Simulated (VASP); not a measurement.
**LiH: single point with PBE0**

LiH:

```xyz
2
Lattice="2.5017 0.0000 0.0000 0.0000 2.5017 0.0000 0.0000 0.0000 2.5017" Properties=species:S:1:pos:R:3 pbc="T T T"
Li    0.0000    0.0000    0.0000
H     1.2508    1.2508    1.2508
```

* Program: VASP 6.6.1
* Task: single point
* Functional: PBE0
* Potentials or basis: VASP PAW PBE potentials, release 64 (Li_sv, H)
* Cutoff: 520 eV
* k mesh: 8 × 8 × 8
* Occupations: gaussian, width 0.01 eV
* Spin: no spin polarisation

| Quantity | Value |
| --- | --- |
| Band gap on the k mesh | 2.16 eV, indirect (least direct gap 5.98 eV) |

Levels at points of the mesh, in eV from the valence-band top:
```tsv
k point	band 1	band 2	band 3	band 4	band 5
(0.00, 0.00, 0.00)	-51.53	-9.87	13.90	13.90	13.90
(0.50, 0.00, 0.00)	-51.47	-7.29	2.16	13.57	18.26
(0.50, 0.50, 0.00)	-51.42	-2.95	3.03	3.03	10.93
(0.50, 0.50, 0.50)	-51.38	0.00	8.19	8.19	8.19
```

Run time: 5.6 min on 1 thread of AMD EPYC 7R43 64-Core Processor (Zen 3), on a shared host, peak memory 0.1 GiB.

 A k mesh can miss the band edges.
